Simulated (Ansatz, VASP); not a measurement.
# Two plane-wave programs on Mg

```
Mg
1.0
     3.20927    0.00000    0.00000
    -1.60464    2.77931    0.00000
     0.00000    0.00000    5.21033
Mg
2
Direct
  0.15264 0.58571 0.25000
  0.66667 0.33333 0.75000
```

Alike in both runs: task single point; functional PBE; k mesh 18 × 18 × 10; occupations gaussian, width 0.15 eV; no spin polarisation.

```csv
,VASP,Ansatz
version,VASP 6.6.1,Ansatz 0.2.0
potentials or method,"VASP PAW PBE potentials, release 64 (Mg), cutoff 520 eV","scalar-relativistic, plane waves, PAW"
valence electrons in the cell,4,20
```

```tsv
	VASP	Ansatz	Ansatz less VASP
gap on the k mesh at the Fermi level (eV)	none	none	-
pressure (GPa)	0.1	0.2	+0.12
traceless stress, the component that is largest in VASP (GPa)	1.57	1.57	-0.003
rms of the force components (eV/Å)	0.260	0.259	-0.0004
```

Atom by atom the forces differ by 0.000 eV/Å (rms over components). A gap of «none» marks a metal or a gap that the smearing closes. VASP's potentials hold 4 valence electrons a cell and Ansatz's 20, so a difference there can come from the potentials and not from the codes.
